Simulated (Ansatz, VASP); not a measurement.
## Two plane-wave programs on Si2Ni

Contents of INCAR:

```
SYSTEM = Si2Ni
  PREC = Accurate
  ENCUT = 600
  EDIFF = 1E-6
  ISMEAR = -1
  SIGMA = 0.05
  LREAL = .FALSE.
  LASPH = .TRUE.
  NELM = 80
  ALGO = Normal
  ISIF = 3
  LWAVE = .FALSE.
  LCHARG = .FALSE.
  GGA = CA
  IBRION = 2
  NSW = 60
  EDIFFG = -0.005
```

The input KPOINTS:

```
regular mesh
0
G
  11 11 11
  0 0 0
```

File POSCAR:

```
Si2Ni
1.0
    0.0000000000      2.6586821493      2.6586821493
    2.6586821493      0.0000000000      2.6586821493
    2.6586821493      2.6586821493      0.0000000000
Ni Si
1 2
Direct
    0.0000000000      0.0000000000      0.0000000000
    0.2500000000      0.2500000000      0.2500000000
    0.7500000000      0.7500000000      0.7500000000
```

Input for Ansatz:

```yaml
crystal:
  lattice:
    - [0.0, 2.6586821493, 2.6586821493]
    - [2.6586821493, 0.0, 2.6586821493]
    - [2.6586821493, 2.6586821493, 0.0]
  atoms:
    - { symbol: Ni, position: [0.0, 0.0, 0.0] }
    - { symbol: Si, position: [0.25, 0.25, 0.25] }
    - { symbol: Si, position: [0.75, 0.75, 0.75] }
kpoints:
  mp_grid: { grid: [11, 11, 11] }
scf:
  occupations: { method: fermi_dirac, width: 0.05 }
hamiltonian:
  xc: lda
  pseudopotentials: { kind: paw }
output:
  forces: true
  stress: true
relax:
  f_tol: 0.005
  max_steps: 40
  cell: {}
```

Alike in both runs: task relaxation of cell and atoms; functional LDA; k mesh 11 × 11 × 11; occupations fermi-dirac, width 0.05 eV; no spin polarisation.

|  | VASP | Ansatz |
| --- | --- | --- |
| version | VASP 6.6.1 | Ansatz 0.2.0 |
| potentials or method | VASP PAW LDA potentials, release 64 (Ni, Si) | PAW with Ansatz's default frozen-core files, scalar-relativistic |
| plane-wave cutoff (eV) | 600 | 420 |
| valence electrons in the cell | 18 | 26 |

Ansatz gave:

| Quantity | Value |
| --- | --- |
| relaxed volume (Å³/atom) | 12.76 |
| relaxed cell length with the largest relative difference (Å) | 3.783 |

**Question.** Which values does VASP return?

**Answer.** Relaxed volume (Å³/atom): 12.78; relaxed cell length with the largest relative difference (Å): 3.785.

LDA's correlation is that of Perdew and Zunger in VASP and of Perdew and Wang (1992) in Ansatz. VASP's potentials hold 18 valence electrons a cell and Ansatz's 26, so a difference there can come from the potentials and not from the codes.
